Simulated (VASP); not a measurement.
# AlN in VASP: notebook, part 2 of 2

VASP 6.6.1.

## (4) Single point, PBE (epitaxial 111 strain +4.0%)

The input, INCAR:

```
  ALGO = Normal
  EDIFF = 1E-6
  ENCUT = 520
  GGA = PE
  ISIF = 2
  ISMEAR = -1
  LASPH = T
  LCHARG = F
  LREAL = F
  LWAVE = F
  NBANDS = 11
  NELM = 60
  PREC = Accurate
  SIGMA = 0.02
```

The input, KPOINTS:

```
k-points
0
Gamma
  10 10 10
```

The input, POSCAR:

```
AlN
1.0
   -0.0610761238      2.0385470846      2.0385470846
    2.0385470846     -0.0610761238      2.0385470846
    2.0385470846      2.0385470846     -0.0610761238
Al N
1 1
Direct
    0.0000000000      0.0000000000      0.0000000000
    0.5000000000      0.5000000000      0.5000000000
```

Potentials or basis: VASP PAW PBE potentials, release 64 (Al, N).

Run with:

```console
$ cat potpaw_PBE.64/Al/POTCAR potpaw_PBE.64/N/POTCAR > POTCAR
$ mpirun -np 1 vasp_std > vasp.out
```

OUTCAR:

```text
EDIFF = 1E-6
   ENCUT = 520
   GGA = PE
   ISIF = 2
   ISMEAR = -1
   LASPH = T
   LREAL = F
   NELM = 60
   PREC = Accurate

 ion  position               nearest neighbor table
   1  0.000  0.000  0.000-   2 2.07   2 2.07   2 2.07   2 2.07   2 2.07   2 2.07
   2  0.500  0.500  0.500-   1 2.07   1 2.07   1 2.07   1 2.07   1 2.07   1 2.07

  LATTYP: Found a trigonal (rhomboedric) cell.
 ALAT       =     2.8835878216
 COS(alpha) =     0.4698285172

  Lattice vectors:

 A1 = (  -0.0610761238,   2.0385470846,   2.0385470846)
 A2 = (   2.0385470846,  -0.0610761238,   2.0385470846)
 A3 = (   2.0385470846,   2.0385470846,  -0.0610761238)

Analysis of symmetry for initial positions (statically):
=====================================================================
 Subroutine PRICEL returns:
 Original cell was already a primitive cell.

 Routine SETGRP: Setting up the symmetry group for a
 trigonal (rhombohedral) supercell.

 Subroutine GETGRP returns: Found 12 space group operations
 (whereof 12 operations were pure point group operations)
 out of a pool of 12 trial point group operations.

The static configuration has the point symmetry D_3d.

Analysis of symmetry for dynamics (positions and initial velocities):
=====================================================================
 Subroutine PRICEL returns:
 Original cell was already a primitive cell.

 Routine SETGRP: Setting up the symmetry group for a
 trigonal (rhombohedral) supercell.

 Subroutine GETGRP returns: Found 12 space group operations
 (whereof 12 operations were pure point group operations)
 out of a pool of 12 trial point group operations.

The dynamic configuration has the point symmetry D_3d.

 Subroutine INISYM returns: Found 12 space group operations
 (whereof 12 operations are pure point group operations),
 and found     1 'primitive' translations

[... 113 lines left out ...]
     AMIX     =   0.40;   BMIX     =  1.00
     AMIX_MAG =   1.60;   BMIX_MAG =  1.00
  volume/ion in A,a.u.               =       8.85        59.74
  Fermi-wavevector in a.u.,A,eV,Ry     =   1.256258  2.373983 21.472485  1.578183
  Thomas-Fermi vector in A             =   2.389974
   LORBIT       =      0    0 simple, 1 ext, 2 COOP (PROOUT), +10 PAW based schemes
   GGA     = PE    functional components
   LHFCALC =     F    Hartree Fock is set to
   AEXX    =    0.0000 exact exchange contribution
   IVDW    =     0    specifies the selected vdW correction
   LEPSILON=     F    determine dielectric tensor
   LRPA    =     F    only Hartree local field effects (RPA)
 non-spin polarized calculation
  energy-cutoff  :      520.00
  volume of cell :       17.70
 maximum number of plane-waves:       504
 NGX is ok and might be reduce to    24
   NGX = 11   NGY = 11   NGZ = 11

 number of electron       8.0000000 magnetization

 Free energy of the ion-electron system (eV)
  ---------------------------------------------------
  ext. energy  EPLUGINS =         0.00000000
  ---------------------------------------------------
  free energy    TOTEN  =       -14.47422342 eV

  energy without entropy =      -14.47422342  energy(sigma->0) =      -14.47422342

 E-fermi :   9.9324     XC(G=0): -11.9681

 val. band max:        9.4709639885   @ k =   0.0000   0.0000   0.0000
 cond. band min:      12.9185340131   @ k =   0.5000   0.5000   0.0000
 fundamental gap:      3.4475700245
 Fermi energy:         9.9324364222

 k-point     1 :       0.0000    0.0000    0.0000
  band No.  band energies     occupation
      1      -7.8439      2.00000
      2       8.9167      2.00000
      3       8.9167      2.00000
      4       9.4710      2.00000
      5      13.7410      0.00000
      6      20.6043      0.00000
      7      20.6043      0.00000
      8      22.0281      0.00000
      9      25.7347      0.00000
     10      26.4166      0.00000
     11      26.4166      0.00000
[... 309 lines left out ...]
 k-point    24 :       0.4000    0.3000   -0.0000
  band No.  band energies     occupation
      1      -5.0591      2.00000
      2       3.4903      2.00000
      3       6.2713      2.00000
      4       7.2576      2.00000
      5      14.7879      0.00000
      6      15.8022      0.00000
      7      20.4403      0.00000
      8      24.1015      0.00000
      9      24.3468      0.00000
     10      30.2399      0.00000
     11      32.7636      0.00000

 [... further k-points ...]
[... 5 lines left out ...]
  --------------------------------------------------------------------------------------
  -------------------------------------------------------------------------------------
  Total       -1.2384055     -1.2384055     -1.2384055      0.8905710      0.8905710      0.8905710
  in kB     -112.0714661   -112.0714661   -112.0714661     80.5936330     80.5936330     80.5936330
  external PRESSURE =    -112.0714661 kB  Pullay stress =       0.0000000 kB

 VOLUME and BASIS-vectors are now :
 -----------------------------------------------------------------------------
  energy-cutoff  :      520.00
  volume of cell :       17.70
      direct lattice vectors                 reciprocal lattice vectors
    -0.061076124  2.038547085  2.038547085    -0.234516333  0.241759599  0.241759599
     2.038547085 -0.061076124  2.038547085     0.241759599 -0.234516333  0.241759599
     2.038547085  2.038547085 -0.061076124     0.241759599  0.241759599 -0.234516333

 POSITION                                       TOTAL-FORCE (eV/Angst)
 -----------------------------------------------------------------------------------
      0.00000      0.00000      0.00000        -0.000000      0.000000      0.000000
      2.00801      2.00801      2.00801         0.000000     -0.000000     -0.000000
 -----------------------------------------------------------------------------------
    total drift:                               -0.000000     -0.000000      0.000000

  FREE ENERGIE OF THE ION-ELECTRON SYSTEM (eV)
  ---------------------------------------------------
  free  energy   TOTEN  =       -14.4742234223 eV

  energy  without entropy=      -14.4742234223  energy(sigma->0) =      -14.47422342
```

OSZICAR:

```text
N       E                     dE             d eps       ncg     rms          rms(c)
DAV:   1     0.104183499572E+02    0.10418E+02   -0.39747E+03  2648   0.614E+02
DAV:   2    -0.153957113245E+02   -0.25814E+02   -0.24679E+02  3106   0.136E+02
DAV:   3    -0.161662690854E+02   -0.77056E+00   -0.76935E+00  3103   0.215E+01
DAV:   4    -0.161694092122E+02   -0.31401E-02   -0.31398E-02  2877   0.150E+00
DAV:   5    -0.161694374856E+02   -0.28273E-04   -0.28273E-04  2987   0.137E-01    0.735E+00
DAV:   6    -0.144907276104E+02    0.16787E+01   -0.78859E+00  2846   0.144E+01    0.255E+00
DAV:   7    -0.144812978567E+02    0.94298E-02   -0.14759E-01  2819   0.295E+00    0.171E+00
DAV:   8    -0.144745587166E+02    0.67391E-02   -0.17804E-02  2681   0.116E+00    0.332E-01
DAV:   9    -0.144741679066E+02    0.39081E-03   -0.16504E-03  2930   0.238E-01    0.146E-01
DAV:  10    -0.144742283647E+02   -0.60458E-04   -0.14272E-04  2826   0.894E-02    0.353E-02
DAV:  11    -0.144742236782E+02    0.46865E-05   -0.14137E-05  2957   0.210E-02    0.773E-03
DAV:  12    -0.144742234223E+02    0.25588E-06   -0.52255E-07  1473   0.618E-03
   1 F= -.14474223E+02 E0= -.14474223E+02  d E =-.920854E-13
```

stdout:

```text
POSCAR found type information on POSCAR AlN
 POSCAR found :  2 types and       2 ions
 scaLAPACK will be used
 LDA part: xc-table for (Slater+PW92), standard interpolation
 POSCAR, INCAR and KPOINTS ok, starting setup
 FFT: planning ... GRIDC
 FFT: planning ... GRID_SOFT
 FFT: planning ... GRID
 WAVECAR not read
 entering main loop
```

Run time: 22 s. Hardware: 1 thread of AMD EPYC 7R43 (Zen 3), shared host; peak memory 0.11 GiB.

What came out:

```yaml
Free_energy: -14.4742 eV
Pressure: -11.2 GPa
Band_gap_on_the_k_mesh: 3.45 eV, indirect (least direct gap 4.27 eV)
```

Stress tensor (GPa, compression positive):
```
-11.21   8.06   8.06
  8.06 -11.21   8.06
  8.06   8.06 -11.21
```

Caveat: the cell differs from its parent crystal (epitaxial 111 strain +4.0%). A k mesh can miss the band edges.

## (5) Single point, r2SCAN (uniaxial x strain -4.0%)

The input, POSCAR:

```
AlN
1.0
    0.0000000000      2.0188684697      2.0188684697
    1.9381137309      0.0000000000      2.0188684697
    1.9381137309      2.0188684697      0.0000000000
Al N
1 1
Direct
    0.0000000000      0.0000000000      0.0000000000
    0.5000000000      0.5000000000      0.5000000000
```

The input, INCAR.step1:

```
SYSTEM = AlN
ALGO = Normal
EDIFF = 1E-4
ENCUT = 520
GGA = PE
ISMEAR = 0
LASPH = .True.
LCHARG = .False.
LREAL = .False.
LWAVE = .True.
NBANDS = 11
NELM = 80
PREC = Accurate
SIGMA = 0.01
```

The input, INCAR.step2:

```
SYSTEM = AlN
ALGO = Normal
EDIFF = 1E-6
ENCUT = 520
ISIF = 2
ISMEAR = 0
ISTART = 1
LASPH = .True.
LCHARG = .False.
LMIXTAU = .True.
LREAL = .False.
LWAVE = .False.
METAGGA = R2SCAN
NBANDS = 11
NELM = 80
PREC = Accurate
SIGMA = 0.01
```

The input, KPOINTS:

```
k-points
0
Gamma
  10 10 10
  0 0 0
```

Run with:

```console
$ cat potpaw_PBE.64/Al/POTCAR potpaw_PBE.64/N/POTCAR > POTCAR
$ cp INCAR.step1 INCAR
$ mpirun -np 1 vasp_std > vasp.out
$ cp INCAR.step2 INCAR
$ mpirun -np 1 vasp_std > vasp.out
```

Run time: 33 s. Hardware: 1 thread of Intel Xeon Platinum 8488C (Sapphire Rapids), shared host; peak memory 0.14 GiB.

It converged, with:

```yaml
Free_energy: -18.8539 eV
Pressure: 12.3 GPa
Band_gap_on_the_k_mesh: 5.54 eV, indirect (least direct gap 7.07 eV)
```

Stress tensor (GPa, compression positive):
```
23.16  0.00  0.00
 0.00  6.92  0.00
 0.00  0.00  6.92
```

Levels at points of the mesh, in eV from the valence-band top:
```
           k point  band 1  band 2  band 3  band 4  band 5  band 6  band 7  band 8
(0.00, 0.00, 0.00)  -18.93   -0.31    0.00    0.00    7.07   12.79   12.79   13.38
(0.50, 0.00, 0.00)  -15.50   -8.84   -1.44   -1.27    7.05   11.70   12.81   15.21
(0.50, 0.50, 0.00)  -14.59   -8.03   -3.27   -2.73    5.96    6.00   15.67   18.79
(0.00, 0.50, 0.50)  -14.25   -7.82   -3.34   -3.34    5.54    5.62   16.20   19.08
```

Caveat: the cell differs from its parent crystal (uniaxial x strain -4.0%); the PAW data sets were made with another functional, which shifts forces and pressure a little.

## (6) Single point, r2SCAN (epitaxial xy strain +2.0%)

The input, POSCAR:

```
AlN
1.0
    0.0000000000      2.0592458391      1.9894038362
    2.0592458391      0.0000000000      1.9894038362
    2.0592458391      2.0592458391      0.0000000000
Al N
1 1
Direct
    0.0000000000      0.0000000000      0.0000000000
    0.5000000000      0.5000000000      0.5000000000
```

The input, INCAR.step1:

```
PREC = Accurate
ENCUT = 520
ISMEAR = 0
SIGMA = 0.01
LREAL = F
LASPH = T
NELM = 60
NBANDS = 11
GGA = PE
ALGO = Normal
EDIFF = 1E-4
LWAVE = T
LCHARG = F
```

The input, INCAR.step2:

```
PREC = Accurate
ENCUT = 520
EDIFF = 1E-7
ISMEAR = 0
SIGMA = 0.01
LREAL = F
LASPH = T
NELM = 60
ALGO = Normal
ISIF = 2
LWAVE = F
LCHARG = T
METAGGA = R2SCAN
LMIXTAU = T
LELF = T
LVHAR = T
NBANDS = 11
ISTART = 1
```

The input, KPOINTS:

```
Automatic mesh
0
Gamma
  10 10 10
```

Potentials or basis: VASP PAW PBE potentials, release 64 (Al, N).

Run with:

```console
$ cat potpaw_PBE.64/Al/POTCAR potpaw_PBE.64/N/POTCAR > POTCAR
$ cp INCAR.step1 INCAR
$ mpirun -np 1 vasp_std > vasp.out
$ cp INCAR.step2 INCAR
$ mpirun -np 1 vasp_std > vasp.out
```

Wall time 37 s (1 thread of Intel Xeon Platinum 8488C (Sapphire Rapids), shared host); peak memory 0.14 GiB.

It converged, with:

* Free energy: -18.8758 eV
* Pressure: -6.8 GPa
* Band gap on the k mesh: 5.01 eV, indirect (least direct gap 6.10 eV)

Stress tensor (GPa, compression positive):
```
-9.80  0.00  0.00
 0.00 -9.80  0.00
 0.00  0.00 -0.67
```

Levels at points of the mesh, in eV from the valence-band top:
```tsv
k point	band 1	band 2	band 3	band 4	band 5	band 6	band 7	band 8
(0.00, 0.00, 0.00)	-18.30	-0.27	0.00	0.00	6.10	12.61	12.61	13.09
(0.50, 0.00, 0.00)	-15.14	-8.39	-1.27	-1.15	6.65	11.25	12.12	14.20
(0.50, 0.50, 0.00)	-14.03	-7.39	-3.10	-3.10	5.01	5.71	15.31	18.03
(0.50, 0.00, 0.50)	-14.30	-7.54	-3.07	-2.61	5.31	6.05	14.86	17.82
```

Caveat: the cell differs from its parent crystal (epitaxial xy strain +2.0%); the PAW data sets were made with another functional, which shifts forces and pressure a little. A k mesh can miss the band edges.

## (7) Summary

```csv
level,cell,smearing,gap on the mesh (eV),pressure (GPa)
PBE,"a = 2.863, b = 2.863, c = 2.912 Å, angles 59.4, 59.4, 61.1°, 2 atoms",fermi-dirac 0.02 eV,4.14,0.1
PBE,"a = 2.865 Å, angles 59.8°, 2 atoms",fermi-dirac 0.02 eV,4.57,4.8
PBE,"a = 2.884 Å, angles 62.0°, 2 atoms",fermi-dirac 0.02 eV,3.45,-11.2
r2SCAN,"a = 2.855, b = 2.799, c = 2.799 Å, angles 61.3, 59.3, 59.3°, 2 atoms",gaussian 0.01 eV,5.54,12.3
r2SCAN,"a = 2.863, b = 2.863, c = 2.912 Å, angles 59.4, 59.4, 61.1°, 2 atoms",gaussian 0.01 eV,5.01,-6.8
```

Alike in all rows: task single point; potentials or basis VASP PAW PBE potentials, release 64 (Al, N); no spin polarisation; k mesh 10 × 10 × 10; cutoff (eV) 520.

Caveats: the PAW data sets were made with another functional, which shifts forces and pressure a little (some runs).

Total energies depend on the potentials used, so only differences within one code and one set of settings carry meaning.
